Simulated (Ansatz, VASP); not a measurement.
# One calculation of Y3AlN4, two programs

```
Y Al N
1.0
     5.06056    0.00000    0.00000
     0.00000    5.06056    0.00000
     0.00000    0.00000    5.06056
Y Al N
3 1 4
Direct
  0.50000 0.00000 0.00000
  0.00000 0.00000 0.50000
  0.00000 0.50000 0.00000
  0.50000 0.50000 0.50000
  0.72742 0.27258 0.72742
  0.72742 0.72742 0.27258
  0.27258 0.27258 0.27258
  0.27258 0.72742 0.72742
```

Alike in both runs: task relaxation of cell and atoms; functional PBE; k mesh 6 × 6 × 6; occupations gaussian, width 0.02 eV; no spin polarisation.

|  | VASP | Ansatz |
| --- | --- | --- |
| version | VASP 6.6.1 | Ansatz 0.2.0 |
| potentials or method | VASP PAW PBE potentials, release 64 (Y_sv, Al, N), cutoff 600 eV | scalar-relativistic, plane waves, PAW |
| valence electrons in the cell | 56 | 56 |

```tsv
	VASP	Ansatz	Ansatz less VASP
gap on the k mesh at the Fermi level, each at its own relaxed structure (eV)	0.70	0.70	+0.004
relaxed volume (Å³/atom)	16.18	16.21	+0.037
relaxed length of the cell vector where the two differ most in proportion (Å)	5.058	5.062	+0.0038
```
